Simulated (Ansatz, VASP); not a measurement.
## Y3LuO2 in VASP and in Ansatz

```
Y Lu O
1.0
     3.67416    2.12128    2.99607
    -3.67416    2.12128    2.99607
     0.00000   -4.24255    2.99607
Y Lu O
3 1 2
Direct
  0.50000 0.50000 0.00000
  0.00000 0.50000 0.50000
  0.50000 0.00000 0.50000
  0.00000 0.00000 0.00000
  0.75493 0.75493 0.75493
  0.24507 0.24507 0.24507
```

Alike in both runs: functional PBE; k mesh 6 × 6 × 6; occupations gaussian, width 0.1 eV; no spin polarisation.

Ansatz relaxed the structure, and its values are those at the end. VASP's run is a single point on that final structure, the one shown.

|  | VASP | Ansatz |
| --- | --- | --- |
| version | VASP 6.6.1 | Ansatz 0.2.0 |
| potentials or method | VASP PAW PBE potentials, release 64 (Y_sv, Lu, O), cutoff 520 eV | scalar-relativistic, plane waves, PAW |
| valence electrons in the cell | 70 | 70 |

Ansatz gave:

* gap on the k mesh at the Fermi level (eV): none
* pressure (GPa): 0.0
* rms of the force components (eV/Å): 0.002

Task: Estimate VASP's values.

Result: gap on the k mesh at the Fermi level (eV): none; pressure (GPa): 0.1; rms of the force components (eV/Å): 0.027.

A gap of «none» marks a metal or a gap that the smearing closes. With one functional, cell and mesh, what is left measures potentials, basis and numerics.

Spin-orbit coupling is off throughout.
